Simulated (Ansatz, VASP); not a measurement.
# Bi in VASP and in Ansatz

```
Bi
1.0
     0.00000    3.74487    3.74487
     3.74487    0.00000    3.74487
     3.74487    3.74487    0.00000
Bi
2
Cartesian
  -0.9362 -0.9362 -0.9362
  0.9362 0.9362 0.9362
```

Alike in both runs: functional PBE; k mesh 11 × 11 × 11; occupations fermi-dirac, width 0.05 eV; no spin polarisation.

Ansatz relaxed the structure, and its values are those at the end. VASP's run is a single point on that final structure, the one shown.

|  | VASP | Ansatz |
| --- | --- | --- |
| version | VASP 6.6.1 | Ansatz 0.2.0 |
| potentials or method | VASP PAW PBE potentials, release 64 (Bi_d), cutoff 520 eV | all-electron LAPW, non-relativistic |

```csv
,VASP,Ansatz,Ansatz less VASP
pressure (GPa),-2.0,0.0,+1.97
```

Ansatz ran all-electron here, and VASP with PAW potentials.

Neither program's run includes spin-orbit coupling.
